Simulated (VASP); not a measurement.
# ZrB2 (scan) (P6/mmm) in VASP: further runs, part 2 of 2

VASP 6.6.1. The steps go on from the part before.

## (3) Single point, r2SCAN

Input file POSCAR:

```
ZrB2
1.0
    3.1672052672      0.0000000000      0.0000000000
   -1.5836026336      2.7428802204      0.0000000000
    0.0000000000      0.0000000000      3.5523229931
Zr B
1 2
Direct
    0.0000000000      0.0000000000      0.0000000000
    0.3333333333      0.6666666667      0.5000000000
    0.6666666667      0.3333333333      0.5000000000
```

Input file INCAR.step1:

```
ALGO = Normal ; EDIFF = 1E-4
ENCUT = 520 ; GGA = PE
ISMEAR = 0 ; LASPH = T
LCHARG = F ; LREAL = F
LWAVE = T ; NBANDS = 16
NELM = 80 ; PREC = Accurate
SIGMA = 0.1
```

Input file INCAR.step2:

```
ALGO = Normal ; EDIFF = 1E-6
ENCUT = 520 ; ISIF = 2
ISMEAR = 0 ; ISTART = 1
LASPH = T ; LCHARG = F
LMIXTAU = T ; LREAL = F
LWAVE = F ; METAGGA = R2SCAN
NBANDS = 16 ; NELM = 80
PREC = Accurate ; SIGMA = 0.1
```

Input file KPOINTS:

```
k-points
0
Gamma
  15 15 12
```

Potentials or basis: VASP PAW PBE potentials, release 64 (Zr_sv, B).

Started as:

```sh
cat potpaw_PBE.64/Zr_sv/POTCAR potpaw_PBE.64/B/POTCAR > POTCAR
cp INCAR.step1 INCAR
mpirun -np 1 vasp_std > vasp.out
cp INCAR.step2 INCAR
mpirun -np 1 vasp_std > vasp.out
```

OUTCAR:

```text
EDIFF = 1E-6
   ENCUT = 520
   ISIF = 2
   ISMEAR = 0
   ISTART = 1
   LASPH = T
   LREAL = F
   METAGGA = R2SCAN
   NELM = 80
   PREC = Accurate

 ion  position               nearest neighbor table
   1  0.000  0.000  0.000-   2 2.55   3 2.55   2 2.55   3 2.55   3 2.55   3 2.55   2 2.55   2 2.55
                             3 2.55   3 2.55   2 2.55   2 2.55
   2  0.333  0.667  0.500-   3 1.83   3 1.83   3 1.83   1 2.55   1 2.55   1 2.55   1 2.55   1 2.55
                             1 2.55
   3  0.667  0.333  0.500-   2 1.83   2 1.83   2 1.83   1 2.55   1 2.55   1 2.55   1 2.55   1 2.55
                             1 2.55

  LATTYP: Found a hexagonal cell.
 ALAT       =     3.1672052672
 C/A-ratio  =     1.1215954425

  Lattice vectors:

 A1 = (   3.1672052672,   0.0000000000,   0.0000000000)
 A2 = (  -1.5836026336,   2.7428802204,   0.0000000000)
 A3 = (   0.0000000000,   0.0000000000,   3.5523229931)

Analysis of symmetry for initial positions (statically):
=====================================================================
 Subroutine PRICEL returns:
 Original cell was already a primitive cell.

 Routine SETGRP: Setting up the symmetry group for a
 hexagonal supercell.

 Subroutine GETGRP returns: Found 24 space group operations
 (whereof 24 operations were pure point group operations)
 out of a pool of 24 trial point group operations.

The static configuration has the point symmetry D_6h.

Analysis of symmetry for dynamics (positions and initial velocities):
=====================================================================
 Subroutine PRICEL returns:
 Original cell was already a primitive cell.

 Routine SETGRP: Setting up the symmetry group for a
 hexagonal supercell.

 Subroutine GETGRP returns: Found 24 space group operations
 (whereof 24 operations were pure point group operations)
 out of a pool of 24 trial point group operations.

The dynamic configuration has the point symmetry D_6h.

 Subroutine INISYM returns: Found 24 space group operations
 (whereof 24 operations are pure point group operations),
 and found     1 'primitive' translations

----------------------------------------------------------------------------------------

                                     Primitive cell

  volume of cell :      30.8600

  direct lattice vectors                    reciprocal lattice vectors
     3.167205267  0.000000000  0.000000000     0.315735772  0.182290133  0.000000000
    -1.583602634  2.742880220  0.000000000     0.000000000  0.364580266  0.000000000
     0.000000000  0.000000000  3.552322993     0.000000000  0.000000000  0.281505933

  length of vectors
     3.167205267  3.167205267  3.552322993     0.364580266  0.364580266  0.281505933

  position of ions in fractional coordinates (direct lattice)
     0.000000000  0.000000000  0.000000000
     0.333333333  0.666666667  0.500000000
     0.666666667  0.333333333  0.500000000

  ion indices of the primitive-cell ions
   primitive index   ion index
                 1           1
                 2           2
                 3           3

----------------------------------------------------------------------------------------

 KPOINTS: k-points

Automatic generation of k-mesh.
 Grid dimensions read from file:
[... 23 lines left out ...]
  0.066667 -0.000000  0.000000      6.000000
  0.133333 -0.000000  0.000000      6.000000
  0.200000 -0.000000  0.000000      6.000000
  0.266667 -0.000000  0.000000      6.000000
  0.333333 -0.000000  0.000000      6.000000
[... 16 lines left out ...]
  0.333333  0.200000  0.000000     12.000000
  0.400000  0.200000  0.000000      6.000000
 [... further k-points ...]
   k-points           NKPTS =    189   k-points in BZ     NKDIM =    189   number of bands    NBANDS=     16
   number of dos      NEDOS =    301   number of ions     NIONS =      3
   total plane-waves  NPLWV =  16128
   dimension x,y,z NGX =    24 NGY =   24 NGZ =   28
   dimension x,y,z NGXF=    48 NGYF=   48 NGZF=   56
   ions per type =               1   2
   NGX,Y,Z   is equivalent  to a cutoff of  12.60, 12.60, 13.10 a.u.
   NGXF,Y,Z  is equivalent  to a cutoff of  25.20, 25.20, 26.21 a.u.
 SYSTEM =  unknown system
   PREC   = accura    normal or accurate (medium, high low for compatibility)
   ISTART =      1    job   : 0-new  1-cont  2-samecut
   ICHARG =      0    charge: 1-file 2-atom 10-const
   ISPIN  =      1    spin polarized calculation?
   LNONCOLLINEAR =      F non collinear calculations
   LSORBIT =      F    spin-orbit coupling
   LASPH  =      T    aspherical Exc in radial PAW
   ENCUT  =  520.0 eV  38.22 Ry    6.18 a.u.   5.89  5.89  6.60*2*pi/ulx,y,z
   NELM   =     80;   NELMIN=  2; NELMDL=  0     # of ELM steps
   EDIFF  = 0.1E-05   stopping-criterion for ELM
   LREAL  =      F    real-space projection
   EDIFFG = 0.1E-04   stopping-criterion for IOM
   NSW    =      0    number of steps for IOM
   IBRION =     -1    ionic relax: 0-MD 1-quasi-New 2-CG
   NFREE  =      0    steps in history (QN), initial steepest desc. (CG)
   ISIF   =      2    stress and relaxation
   ISYM   =      2    0-nonsym 1-usesym 2-fastsym
   POTIM  = 0.5000    time-step for ionic-motion
   TEBEG  =    0.0;   TEEND  =   0.0 temperature during run
   PSTRESS=    0.0 pullay stress
   NELECT =      18.0000    total number of electrons
   NUPDOWN=      -1.0000    fix difference up-down
   EMIN   =  10.00;   EMAX   =-10.00  energy-range for DOS
   EFERMI =   0.00;   METHOD = LEGACY
   ISMEAR =     0;   SIGMA  =   0.10  broadening in eV -4-tet -1-fermi 0-gaus
   EFERMI_NEDOS =   21; number of points for ismear=-14 and -15
   IALGO  =     38    algorithm
   IMIX   =      4    mixing-type and parameters
     AMIX     =   0.40;   BMIX     =  1.00
     AMIX_MAG =   1.60;   BMIX_MAG =  1.00
  volume/ion in A,a.u.               =      10.29        69.42
  Fermi-wavevector in a.u.,A,eV,Ry     =   1.367835  2.584834 25.456142  1.870974
  Thomas-Fermi vector in A             =   2.493853
   LORBIT       =      0    0 simple, 1 ext, 2 COOP (PROOUT), +10 PAW based schemes
   METAGGA = R2SCAN    functional components
   LHFCALC =     F    Hartree Fock is set to
   AEXX    =    0.0000 exact exchange contribution
   IVDW    =     0    specifies the selected vdW correction
   LEPSILON=     F    determine dielectric tensor
   LRPA    =     F    only Hartree local field effects (RPA)
 non-spin polarized calculation
 Gauss-broadening in eV      SIGMA  =   0.10
  energy-cutoff  :      520.00
  volume of cell :       30.86
 maximum number of plane-waves:       852
 NGX is ok and might be reduce to    24
   NGX = 11   NGY = 11   NGZ = 13

 number of electron      18.0000000 magnetization

 Free energy of the ion-electron system (eV)
  ---------------------------------------------------
  ext. energy  EPLUGINS =         0.00000000
  ---------------------------------------------------
  free energy    TOTEN  =       -40.63825958 eV

  energy without entropy =      -40.63727683  energy(sigma->0) =      -40.63776820

 E-fermi :  10.6028     XC(G=0): -13.3541

 val. band max:       10.6005443943   @ k =   0.0667   0.0667   0.4167
 cond. band min:      10.6506392631   @ k =   0.1333   0.1333   0.2500
 fundamental gap:      0.0500948688
 Fermi energy:        10.6027668591

 k-point     1 :       0.0000    0.0000    0.0000
  band No.  band energies     occupation
      1     -39.8258      2.00000
      2     -17.3231      2.00000
      3     -16.7401      2.00000
      4     -16.7401      2.00000
      5      -3.0265      2.00000
      6       7.8699      2.00000
[... 433 lines left out ...]
      3     -17.1873      2.00000
      4     -17.1215      2.00000
      5       1.6590      2.00000
      6       1.7018      2.00000
[... 8 lines left out ...]
     15      20.4138      0.00000
     16      20.5791      0.00000

 [... further k-points ...]

------------------------ aborting loop because EDIFF is reached ----------------------------------------

  FORCE on cell =-STRESS in cart. coord.  units (eV):
  Direction    XX          YY          ZZ          XY          YZ          ZX
  --------------------------------------------------------------------------------------
  -------------------------------------------------------------------------------------
  Total        0.0120456      0.0120456      0.0012388      0.0000000      0.0000000      0.0000000
  in kB        0.6253768      0.6253768      0.0643135      0.0000000      0.0000000      0.0000000
  external PRESSURE =       0.4383557 kB  Pullay stress =       0.0000000 kB

 VOLUME and BASIS-vectors are now :
 -----------------------------------------------------------------------------
  energy-cutoff  :      520.00
  volume of cell :       30.86
      direct lattice vectors                 reciprocal lattice vectors
     3.167205267  0.000000000  0.000000000     0.315735772  0.182290133  0.000000000
    -1.583602634  2.742880220  0.000000000     0.000000000  0.364580266  0.000000000
     0.000000000  0.000000000  3.552322993     0.000000000  0.000000000  0.281505933

 POSITION                                       TOTAL-FORCE (eV/Angst)
 -----------------------------------------------------------------------------------
      0.00000      0.00000      0.00000         0.000000      0.000000      0.000000
     -0.00000      1.82859      1.77616         0.000000      0.000000      0.000000
      1.58360      0.91429      1.77616        -0.000000      0.000000      0.000000
 -----------------------------------------------------------------------------------
    total drift:                               -0.000000      0.000000     -0.000000

  FREE ENERGIE OF THE ION-ELECTRON SYSTEM (eV)
  ---------------------------------------------------
  free  energy   TOTEN  =       -40.6382595774 eV

  energy  without entropy=      -40.6372768302  energy(sigma->0) =      -40.63776820
```

OSZICAR.step1:

```text
N       E                     dE             d eps       ncg     rms          rms(c)
DAV:   1     0.102764348779E+03    0.10276E+03   -0.96662E+03  6056   0.112E+03
DAV:   2    -0.235841054640E+02   -0.12635E+03   -0.12165E+03  7856   0.291E+02
DAV:   3    -0.276195670530E+02   -0.40355E+01   -0.40178E+01  9400   0.449E+01
DAV:   4    -0.276773116673E+02   -0.57745E-01   -0.57737E-01  7248   0.493E+00
DAV:   5    -0.276788259396E+02   -0.15143E-02   -0.15143E-02  9248   0.512E-01    0.213E+01
DAV:   6    -0.250235888062E+02    0.26552E+01   -0.59738E+00  7800   0.161E+01    0.854E+00
DAV:   7    -0.249802063527E+02    0.43382E-01   -0.59157E-01  8384   0.486E+00    0.317E+00
DAV:   8    -0.249831812399E+02   -0.29749E-02   -0.94114E-02  7240   0.244E+00    0.394E-01
DAV:   9    -0.249793590023E+02    0.38222E-02   -0.20374E-02  7472   0.104E+00    0.220E-01
DAV:  10    -0.249789782344E+02    0.38077E-03   -0.20041E-03  7136   0.405E-01    0.358E-02
DAV:  11    -0.249789851332E+02   -0.68987E-05   -0.64553E-05  4352   0.802E-02
   1 F= -.24978985E+02 E0= -.24978434E+02  d E =-.110164E-02
```

Wall time 2.9 min (1 thread of Intel Xeon Platinum 8375C at 2.90GHz (Ice Lake), shared host); peak memory 0.22 GiB.

What came out:

```yaml
Free_energy: -40.6383 eV
Pressure: 0.0 GPa
Band_gap_on_the_k_mesh: zero (band 9 reaches 11.47 eV, above the bottom of band 10 at 10.35 eV)
```

Caveat: the PAW data sets were made with another functional, which shifts forces and pressure a little.

## (4) Single point, r2SCAN

Input file POSCAR:

```
ZrB2
1.0
    3.1678223796      0.0000000000      0.0000000000
   -1.5839111898      2.7434146554      0.0000000000
    0.0000000000      0.0000000000      3.5517808327
Zr B
1 2
Direct
    0.0000000000      0.0000000000      0.0000000000
    0.3333333333      0.6666666667      0.5000000000
    0.6666666667      0.3333333333      0.5000000000
```

Input file INCAR.step1:

```
SYSTEM = ZrB2
PREC = Accurate ; ENCUT = 520
ISMEAR = -1 ; SIGMA = 0.15
LREAL = .FALSE. ; LASPH = .TRUE.
NELM = 100 ; NBANDS = 16
GGA = PE ; ALGO = Normal
EDIFF = 1E-4 ; LWAVE = .TRUE.
LCHARG = .FALSE.
```

Input file INCAR.step2:

```
SYSTEM = ZrB2
PREC = Accurate ; ENCUT = 520
EDIFF = 1E-6 ; ISMEAR = -1
SIGMA = 0.15 ; LREAL = .FALSE.
LASPH = .TRUE. ; NELM = 100
ALGO = Normal ; ISIF = 2
LWAVE = .FALSE. ; LCHARG = .TRUE.
METAGGA = R2SCAN ; LMIXTAU = .TRUE.
LELF = .TRUE. ; LVHAR = .TRUE.
NBANDS = 16 ; ISTART = 1
```

Input file KPOINTS:

```
regular mesh
0
G
  15 15 12
  0 0 0
```

Started as:

```sh
cat potpaw_PBE.64/Zr_sv/POTCAR potpaw_PBE.64/B/POTCAR > POTCAR
cp INCAR.step1 INCAR
mpirun -np 1 vasp_std > vasp.out
cp INCAR.step2 INCAR
mpirun -np 1 vasp_std > vasp.out
```

It took 2.9 min on 1 thread of Intel Xeon Platinum 8375C at 2.90GHz (Ice Lake), shared host; peak memory 0.22 GiB.

It converged, with:

| Quantity | Value |
| --- | --- |
| Free energy | -40.6469 eV |
| Pressure | 0.0 GPa |
| Band gap on the k mesh | zero (band 9 reaches 11.47 eV, above the bottom of band 10 at 10.35 eV) |

Levels at points of the mesh, in eV from the Fermi level:
| k point | band 5 | band 6 | band 7 | band 8 | band 9 | band 10 | band 11 | band 12 | band 13 | band 14 |
| --- | --- | --- | --- | --- | --- | --- | --- | --- | --- | --- |
| (0.00, 0.00, 0.00) | -13.62 | -2.73 | -2.73 | -2.68 | -2.65 | 3.60 | 3.60 | 4.37 | 4.37 | 5.00 |
| (0.00, 0.00, 0.50) | -11.59 | -7.41 | -1.02 | -1.02 | 0.42 | 0.42 | 0.86 | 0.86 | 1.89 | 5.33 |

Caveat: the PAW data sets were made with another functional, which shifts forces and pressure a little.

## (5) Summary

```csv
cell,k mesh,smearing,gap on the mesh (eV),pressure (GPa)
"a = 3.168, b = 3.168, c = 3.552 Å, angles 90.0, 90.0, 120.0°, 3 atoms",6 × 6 × 6,gaussian 0.1 eV,none,0.2
"a = 3.167, b = 3.167, c = 3.552 Å, angles 90.0, 90.0, 120.0°, 3 atoms",15 × 15 × 12,gaussian 0.1 eV,none,0.0
"a = 3.168, b = 3.168, c = 3.552 Å, angles 90.0, 90.0, 120.0°, 3 atoms",15 × 15 × 12,fermi-dirac 0.15 eV,none,0.0
```

Alike in all rows: task single point; level r2SCAN; potentials or basis VASP PAW PBE potentials, release 64 (Zr_sv, B); no spin polarisation; cutoff (eV) 520.

Caveats: some runs use coarse meshes; the PAW data sets were made with another functional, which shifts forces and pressure a little.

Absolute energies hang on the potentials; compare differences alone.
